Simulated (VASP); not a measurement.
# Cu (P1) in VASP: single point with PBEsol

Aim: the single point of Cu with PBEsol.

All numbers are computed with VASP 6.6.1; they aren't measurements. Logs are shortened: lines on timing, memory, paths and dates and some standing lists are left out, and cuts for length are marked.

### Step 1. The cell of the first run

The typed cell holds 8 atoms: a = 4.821 Å, b = 4.821 Å, c = 4.859 Å, α = 75.41°, β = 75.41°, γ = 61.57°.

### Step 2. Single point, PBEsol (atom 2 moved 0.15 Å)

INCAR reads:

```
SYSTEM = Cu
ALGO = Fast
EDIFF = 1E-7
ENCUT = 520
GGA = PS
ISIF = 2
ISMEAR = 0
LASPH = .TRUE.
LCHARG = .TRUE.
LELF = .TRUE.
LREAL = .FALSE.
LVHAR = .TRUE.
LWAVE = .FALSE.
NBANDS = 54
NELM = 60
PREC = Accurate
SIGMA = 0.15
```

KPOINTS reads:

```
k-points
0
G
  8 8 8
  0 0 0
```

POSCAR reads:

```
Cu
1.0
    1.2147975457      3.9598457492     -2.4677050578
    1.2147975457      3.9598457492      2.4677050578
    4.8591901826      0.0000000000      0.0000000000
Cu
8
Direct
    0.2381497362      0.4906604109      0.0700786432
    0.7621274925      0.9945527691      0.0448616754
    0.2381497362      0.4906604109      0.5700786432
    0.7381497362      0.9906604109      0.5700786432
    0.2558558248      0.0083664995      0.4362255988
    0.7558558248      0.5083664995      0.4362255988
    0.2558558248      0.0083664995      0.9362255988
    0.7558558248      0.5083664995      0.9362255988
```

Potentials or basis: VASP PAW PBE potentials, release 64 (Cu).

Run with:

```console
cat potpaw_PBE.64/Cu/POTCAR > POTCAR
mpirun -np 1 vasp_std > vasp.out
```

OUTCAR:

```text
SYSTEM = Cu
   EDIFF = 1E-7
   ENCUT = 520
   GGA = PS
   ISIF = 2
   ISMEAR = 0
   LASPH = .TRUE.
   LREAL = .FALSE.
   NELM = 60
   PREC = Accurate

 ion  position               nearest neighbor table
   1  0.238  0.491  0.070-   2 2.42   3 2.43   3 2.43   8 2.45   7 2.45   2 2.52   6 2.53   5 2.53
                             8 2.53   7 2.53
   2  0.762  0.995  0.045-   7 2.33   4 2.34   8 2.39   1 2.42   4 2.52   1 2.52   8 2.54   7 2.59
                             6 2.63   5 2.67
   3  0.238  0.491  0.570-   1 2.43   1 2.43   6 2.45   5 2.45   4 2.47   4 2.47   8 2.53   7 2.53
                             6 2.53   5 2.53
   4  0.738  0.991  0.570-   2 2.34   6 2.45   5 2.45   3 2.47   3 2.47   2 2.52   8 2.53   7 2.53
                             6 2.53   5 2.53
   5  0.256  0.008  0.436-   7 2.43   7 2.43   3 2.45   4 2.45   6 2.47   6 2.47   1 2.53   3 2.53
                             4 2.53   2 2.67
   6  0.756  0.508  0.436-   8 2.43   8 2.43   4 2.45   3 2.45   5 2.47   5 2.47   1 2.53   3 2.53
                             4 2.53   2 2.63
   7  0.256  0.008  0.936-   2 2.33   5 2.43   5 2.43   1 2.45   8 2.47   8 2.47   4 2.53   3 2.53
                             1 2.53   2 2.59
   8  0.756  0.508  0.936-   2 2.39   6 2.43   6 2.43   1 2.45   7 2.47   7 2.47   3 2.53   4 2.53
                             1 2.53   2 2.54

  LATTYP: Found a base centered monoclinic cell.
 ALAT       =     8.2839873091
 B/A-ratio  =     0.5957771217
 C/A-ratio  =     0.5865762466
 COS(beta)  =    -0.2932881233

  Lattice vectors:

 A1 = (  -1.2147975457,  -3.9598457492,   2.4677050578)
 A2 = (  -1.2147975457,  -3.9598457492,  -2.4677050578)
 A3 = (   4.8591901826,   0.0000000000,   0.0000000000)

Analysis of symmetry for initial positions (statically):
=====================================================================
 Subroutine PRICEL returns:
 Original cell was already a primitive cell.

 Routine SETGRP: Setting up the symmetry group for a
 base centered monoclinic supercell.

 Subroutine GETGRP returns: Found  1 space group operations
 (whereof  1 operations were pure point group operations)
 out of a pool of  4 trial point group operations.

The static configuration has the point symmetry C_1 .

Analysis of symmetry for dynamics (positions and initial velocities):
=====================================================================
 Subroutine PRICEL returns:
 Original cell was already a primitive cell.

 Routine SETGRP: Setting up the symmetry group for a
 base centered monoclinic supercell.

 Subroutine GETGRP returns: Found  1 space group operations
 (whereof  1 operations were pure point group operations)
 out of a pool of  4 trial point group operations.

The dynamic configuration has the point symmetry C_1 .

 Subroutine INISYM returns: Found  1 space group operations
 (whereof  1 operations are pure point group operations),
 and found     1 'primitive' translations

----------------------------------------------------------------------------------------

                                     Primitive cell

  volume of cell :      94.9654

  direct lattice vectors                    reciprocal lattice vectors
     1.214797546  3.959845749 -2.467705058     0.000000000  0.126267545 -0.202617407
     1.214797546  3.959845749  2.467705058     0.000000000  0.126267545  0.202617407
     4.859190183  0.000000000  0.000000000     0.205795608 -0.063133772  0.000000000

  length of vectors
     4.821377364  4.821377364  4.859190183     0.238741087  0.238741087  0.215261947

  position of ions in fractional coordinates (direct lattice)
     0.238149736  0.490660411  0.070078643
     0.762127492  0.994552769  0.044861675
     0.238149736  0.490660411  0.570078643
     0.738149736  0.990660411  0.570078643
     0.255855825  0.008366499  0.436225599
     0.755855825  0.508366499  0.436225599
     0.255855825  0.008366499  0.936225599
     0.755855825  0.508366499  0.936225599

  ion indices of the primitive-cell ions
   primitive index   ion index
                 1           1
                 2           2
                 3           3
                 4           4
                 5           5
                 6           6
                 7           7
                 8           8

----------------------------------------------------------------------------------------

 KPOINTS: k-points

Automatic generation of k-mesh.
 Grid dimensions read from file:
 generate k-points for:    8    8    8

 Generating k-lattice:

  Cartesian coordinates                     Fractional coordinates (reciprocal lattice)
     0.000000000  0.015783443 -0.025327176     0.125000000 -0.000000000  0.000000000
     0.000000000  0.015783443  0.025327176    -0.000000000  0.125000000  0.000000000
     0.025724451 -0.007891722  0.000000000     0.000000000  0.000000000  0.125000000

  Length of vectors
     0.029842636  0.029842636  0.026907743

  Shift w.r.t. Gamma in fractional coordinates (k-lattice)
     0.000000000  0.000000000  0.000000000

 Subroutine IBZKPT returns following result:
 ===========================================

 Found    260 irreducible k-points:

 Following reciprocal coordinates:
            Coordinates               Weight
  0.000000  0.000000  0.000000      1.000000
  0.125000  0.000000  0.000000      2.000000
  0.000000 -0.125000  0.000000      2.000000
  0.250000  0.000000  0.000000      2.000000
  0.000000 -0.250000  0.000000      2.000000
  0.375000  0.000000  0.000000      2.000000
[... 16 lines left out ...]
  0.375000  0.250000  0.000000      2.000000
 -0.250000 -0.375000  0.000000      2.000000
 [... further k-points ...]
   k-points           NKPTS =    260   k-points in BZ     NKDIM =    260   number of bands    NBANDS=     54
   number of dos      NEDOS =    301   number of ions     NIONS =      8
   total plane-waves  NPLWV =  46656
   dimension x,y,z NGX =    36 NGY =   36 NGZ =   36
   dimension x,y,z NGXF=    72 NGYF=   72 NGZF=   72
   ions per type =               8
   NGX,Y,Z   is equivalent  to a cutoff of  12.41, 12.41, 12.32 a.u.
   NGXF,Y,Z  is equivalent  to a cutoff of  24.83, 24.83, 24.63 a.u.
 SYSTEM =  Cu
   PREC   = accura    normal or accurate (medium, high low for compatibility)
   ISTART =      0    job   : 0-new  1-cont  2-samecut
   ICHARG =      2    charge: 1-file 2-atom 10-const
   ISPIN  =      1    spin polarized calculation?
   LNONCOLLINEAR =      F non collinear calculations
   LSORBIT =      F    spin-orbit coupling
   LASPH  =      T    aspherical Exc in radial PAW
   ENCUT  =  520.0 eV  38.22 Ry    6.18 a.u.   8.96  8.96  9.03*2*pi/ulx,y,z
   NELM   =     60;   NELMIN=  2; NELMDL= -5     # of ELM steps
   EDIFF  = 0.1E-06   stopping-criterion for ELM
   LREAL  =      F    real-space projection
   EDIFFG = 0.1E-05   stopping-criterion for IOM
   NSW    =      0    number of steps for IOM
   IBRION =     -1    ionic relax: 0-MD 1-quasi-New 2-CG
   NFREE  =      0    steps in history (QN), initial steepest desc. (CG)
   ISIF   =      2    stress and relaxation
   ISYM   =      2    0-nonsym 1-usesym 2-fastsym
   POTIM  = 0.5000    time-step for ionic-motion
   TEBEG  =    0.0;   TEEND  =   0.0 temperature during run
   PSTRESS=    0.0 pullay stress
   NELECT =      88.0000    total number of electrons
   NUPDOWN=      -1.0000    fix difference up-down
   EMIN   =  10.00;   EMAX   =-10.00  energy-range for DOS
   EFERMI =   0.00;   METHOD = LEGACY
   ISMEAR =     0;   SIGMA  =   0.15  broadening in eV -4-tet -1-fermi 0-gaus
   EFERMI_NEDOS =   21; number of points for ismear=-14 and -15
   IALGO  =     68    algorithm
   IMIX   =      4    mixing-type and parameters
     AMIX     =   0.40;   BMIX     =  1.00
     AMIX_MAG =   1.60;   BMIX_MAG =  1.00
  volume/ion in A,a.u.               =      11.87        80.11
  Fermi-wavevector in a.u.,A,eV,Ry     =   1.596053  3.016102 34.659270  2.547384
  Thomas-Fermi vector in A             =   2.693875
   LORBIT       =      0    0 simple, 1 ext, 2 COOP (PROOUT), +10 PAW based schemes
   GGA     = PS    functional components
   LHFCALC =     F    Hartree Fock is set to
   AEXX    =    0.0000 exact exchange contribution
   IVDW    =     0    specifies the selected vdW correction
   LEPSILON=     F    determine dielectric tensor
   LRPA    =     F    only Hartree local field effects (RPA)
 non-spin polarized calculation
 RMM-DIIS sequential band-by-band and
 Gauss-broadening in eV      SIGMA  =   0.15
  energy-cutoff  :      520.00
  volume of cell :       94.97
 maximum number of plane-waves:      2589
   NGX = 17   NGY = 17   NGZ = 19

 number of electron      87.9999982 magnetization

 Free energy of the ion-electron system (eV)
  ---------------------------------------------------
  ext. energy  EPLUGINS =         0.00000000
  ---------------------------------------------------
  free energy    TOTEN  =       -33.12834637 eV

  energy without entropy =      -33.09864545  energy(sigma->0) =      -33.11349591

 E-fermi :   7.3461     XC(G=0): -12.8444

 val. band max:        7.3383879337   @ k =   0.0000  -0.3750  -0.1250
 cond. band min:       7.3479208922   @ k =  -0.3750   0.1250   0.2500
 fundamental gap:      0.0095329585
 Fermi energy:         7.3461341767

 k-point     1 :       0.0000    0.0000    0.0000
  band No.  band energies     occupation
      1      -2.0142      2.00000
      2       2.1744      2.00000
      3       2.2280      2.00000
      4       2.2431      2.00000
      5       2.3080      2.00000
      6       2.6453      2.00000
[... 46 lines left out ...]
     53      14.2489      0.00000
     54      14.8661      0.00000

 k-point     2 :       0.1250    0.0000    0.0000
  band No.  band energies     occupation
      1      -1.8727      2.00000
      2       2.1271      2.00000
      3       2.2482      2.00000
      4       2.3068      2.00000
      5       2.3598      2.00000
      6       2.6791      2.00000
[... 46 lines left out ...]
     53      14.4804      0.00000
     54      14.5125      0.00000

 k-point     3 :       0.0000   -0.1250    0.0000
  band No.  band energies     occupation
      1      -1.8727      2.00000
      2       2.1265      2.00000
      3       2.2487      2.00000
      4       2.3052      2.00000
      5       2.3630      2.00000
      6       2.6715      2.00000
[... 46 lines left out ...]
     53      14.4630      0.00000
     54      14.4902      0.00000
[... 1084 lines left out ...]
 k-point    23 :       0.3750    0.2500    0.0000
  band No.  band energies     occupation
      1      -0.9585      2.00000
      2       1.8462      2.00000
      3       2.0561      2.00000
      4       2.2540      2.00000
      5       2.6278      2.00000
      6       2.6560      2.00000
[... 46 lines left out ...]
     53      15.6704      0.00000
     54      16.0010      0.00000

 k-point    24 :      -0.2500   -0.3750    0.0000
  band No.  band energies     occupation
      1      -0.9582      2.00000
      2       1.8430      2.00000
      3       2.0587      2.00000
      4       2.2559      2.00000
      5       2.6333      2.00000
      6       2.6494      2.00000
[... 46 lines left out ...]
     53      15.6682      0.00000
     54      15.9933      0.00000

 [... further k-points ...]

------------------------ aborting loop because EDIFF is reached ----------------------------------------

  FORCE on cell =-STRESS in cart. coord.  units (eV):
  Direction    XX          YY          ZZ          XY          YZ          ZX
  --------------------------------------------------------------------------------------
  -------------------------------------------------------------------------------------
  Total        0.2420471      0.5955263      0.7936662      0.4207861     -0.0725163     -0.0474168
  in kB        4.0836181     10.0472252     13.3900758      7.0991537     -1.2234344     -0.7999762
  external PRESSURE =       9.1736397 kB  Pullay stress =       0.0000000 kB

 VOLUME and BASIS-vectors are now :
 -----------------------------------------------------------------------------
  energy-cutoff  :      520.00
  volume of cell :       94.97
      direct lattice vectors                 reciprocal lattice vectors
     1.214797546  3.959845749 -2.467705058     0.000000000  0.126267545 -0.202617407
     1.214797546  3.959845749  2.467705058     0.000000000  0.126267545  0.202617407
     4.859190183  0.000000000  0.000000000     0.205795608 -0.063133772  0.000000000

 POSITION                                       TOTAL-FORCE (eV/Angst)
 -----------------------------------------------------------------------------------
      1.22588      2.88598      0.62312         0.031263     -0.008215     -0.256681
      2.35200      6.95618      0.57356         0.535928     -0.852284      0.387083
      3.65548      2.88598      0.62312        -0.000283      0.007441      0.001220
      4.87027      6.84582      0.62312        -0.574670     -0.026345      0.023164
      2.44068      1.04628     -0.61073        -0.081388      0.127120     -0.087797
      3.65548      5.00613     -0.61073        -0.063795      0.096934      0.072660
      4.87027      1.04628     -0.61073         0.096666      0.456977     -0.282598
      6.08507      5.00613     -0.61073         0.056280      0.198373      0.142949
 -----------------------------------------------------------------------------------
    total drift:                                0.001807     -0.001958      0.001811

  FREE ENERGIE OF THE ION-ELECTRON SYSTEM (eV)
  ---------------------------------------------------
  free  energy   TOTEN  =       -33.1283463668 eV

  energy  without entropy=      -33.0986454512  energy(sigma->0) =      -33.11349591
```

It took 41 min on 1 thread of Oxide Virtual Turin-like, shared host; peak memory 0.83 GiB.

Results:

- Free energy: -33.1283 eV
- Pressure: 0.9 GPa
- Largest force: 1.079 eV/Å
- Band gap on the k mesh: zero (bands 44 and 45 overlap by 2.66 eV)

Forces in eV/Å, atoms in the order of the input:
```
Cu   0.031 -0.008 -0.257
Cu   0.536 -0.852  0.387
Cu   0.000  0.007  0.001
Cu  -0.575 -0.026  0.023
Cu  -0.081  0.127 -0.088
Cu  -0.064  0.097  0.073
Cu   0.097  0.457 -0.283
Cu   0.056  0.198  0.143
```

Caveat: the cell differs from its parent crystal (atom 2 moved 0.15 Å); the PAW data sets were made with another functional, which shifts forces and pressure a little.
